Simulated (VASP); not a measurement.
Crystal: Ba.

```
CELL_PARAMETERS angstrom
-2.50650 2.50650 2.50650
2.50650 -2.50650 2.50650
2.50650 2.50650 -2.50650
ATOMIC_POSITIONS crystal
Ba 0.00000 0.00000 0.00000
```

```yaml
Program: VASP 6.6.1
Task: relaxation of cell and atoms
Functional: PBEsol
Dispersion: D3(BJ)
Potentials_or_basis: VASP PAW PBE potentials, release 64 (Ba_sv)
Cutoff: 600 eV
k_mesh: 8 × 8 × 8
Occupations: fermi-dirac, width 0.05 eV
Spin: no spin polarisation
```

At the start: pressure -1.3 GPa; volume 62.99 Å³/atom.

Q: How do energy, volume and symmetry change on relaxing?

A: Over 5 steps the energy falls by 43.2 meV/atom and the volume is 53.76 Å³/atom (-14.6 %); space group Im-3m (No. 229, to 0.05 Å).

The path:
```csv
step,energy change (eV),largest force (eV/Å),pressure (GPa),volume (Å³)
1,0.0000,0.0000,-1.34,62.99
2,-0.0313,0.0000,-0.77,58.31
3,-0.0426,0.0000,-0.19,54.62
4,-0.0432,0.0000,0.05,53.55
5,-0.0432,0.0000,-0.01,53.76
```

Final structure:
```xyz
1
Lattice="-2.3776 2.3776 2.3776 2.3776 -2.3776 2.3776 2.3776 2.3776 -2.3776" Properties=species:S:1:pos:R:3 pbc="T T T"
Ba    0.0000    0.0000    0.0000
```

Caveat: the PAW data sets were made with another functional, which shifts forces and pressure a little; the volume moved by -15 % from the deposited cell, more than functionals usually miss; pairwise dispersion overbinds metals, which lowers pressure and volume.
